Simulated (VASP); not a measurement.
Input of a VASP 6.6.1 run:

The input INCAR:

```
SYSTEM = Ti
PREC     = Accurate       ! precision mode
ENCUT    = 500            ! plane-wave cutoff, eV
EDIFF    = 1E-6           ! SCF threshold, eV
ISMEAR   = 0              ! smearing method
SIGMA    = 0.15           ! smearing width, eV
LREAL    = .False.        ! projectors in reciprocal space
LASPH    = .True.         ! aspherical terms in the spheres
NELM     = 120            ! most SCF steps
ALGO     = Normal         ! electronic algorithm
ISIF     = 2              ! what is computed and relaxed
LWAVE    = .False.        ! write WAVECAR
LCHARG   = .True.         ! write CHGCAR
GGA      = PE             ! functional
LELF     = .True.         ! ELF
LVHAR    = .True.       
NBANDS   = 25             ! bands
GGA_COMPAT= .False.
```

Contents of KPOINTS:

```
Automatic mesh
0
Gamma
  12 12 14
  0 0 0
```

The input POSCAR:

```
Ti
1.0
    4.6171053002      0.0000000000      0.0000000000
   -2.3085526501      3.9985304820      0.0000000000
    0.0000000000      0.0000000000      2.8552651859
Ti
3
Direct
   -0.0284949435     -0.0569898869      0.0000000000
    0.3475808051      0.6951616101      0.5000000000
    0.6809141384      0.3618282768      0.5000000000
```

Potentials or basis: VASP PAW PBE potentials, release 64 (Ti_sv).

Launch:

```console
$ cat potpaw_PBE.64/Ti_sv/POTCAR > POTCAR
$ mpirun -np 1 vasp_std > vasp.out
```

**Question.** Estimate the band gap on the k mesh.

**Answer.** Zero (bands 18 and 19 overlap by 0.37 eV).

**Question.** Predict the pressure.

**Answer.** -0.1 GPa.

Forces in eV/Å, atoms in the order of the input:
```
Ti   0.000  1.527  0.000
Ti   0.000 -0.455  0.000
Ti   0.000 -1.072  0.000
```

Caveat: the cell differs from its parent crystal (atoms displaced along a vibrational mode, the cell strained); forces of over 1 eV/Å act on the atoms, so gaps and moduli don't describe the material at rest.
